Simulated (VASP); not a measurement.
Input of a VASP 6.6.1 run:

Contents of INCAR:

```
SYSTEM = Zr
PREC = Accurate
ENCUT = 520
EDIFF = 1E-6
ISMEAR = -1
SIGMA = 0.08
LREAL = .FALSE.
LASPH = .TRUE.
NELM = 80
ALGO = Normal
ISIF = 2
LWAVE = .FALSE.
LCHARG = .TRUE.
GGA = PS
LELF = .TRUE.
LVHAR = .TRUE.
NBANDS = 12
```

The input KPOINTS:

```
Automatic mesh
0
G
  14 14 14
  0 0 0
```

The input POSCAR:

```
Zr
1.0
   -1.8643000000      1.8100000000      1.8100000000
    1.8100000000     -1.8643000000      1.8100000000
    1.8100000000      1.8100000000     -1.8643000000
Zr
1
Direct
    0.0000000000      0.0000000000      0.0000000000
```

Potentials or basis: VASP PAW PBE potentials, release 64 (Zr_sv).

The run is started by

```console
$ cat potpaw_PBE.64/Zr_sv/POTCAR > POTCAR
$ mpirun -np 1 vasp_std > vasp.out
```

Estimate the pressure.

-6.6 GPa.

Predict the band gap on the k mesh.

zero (bands 6 and 7 overlap by 1.62 eV).

Stress tensor (GPa, compression positive):
```
-6.57  0.63  0.63
 0.63 -6.57  0.63
 0.63  0.63 -6.57
```

Caveat: the cell differs from its parent crystal (equal xy, yz and zx shear strains of -3 %); the cell stands under tension; the PAW data sets were made with another functional, which shifts forces and pressure a little.
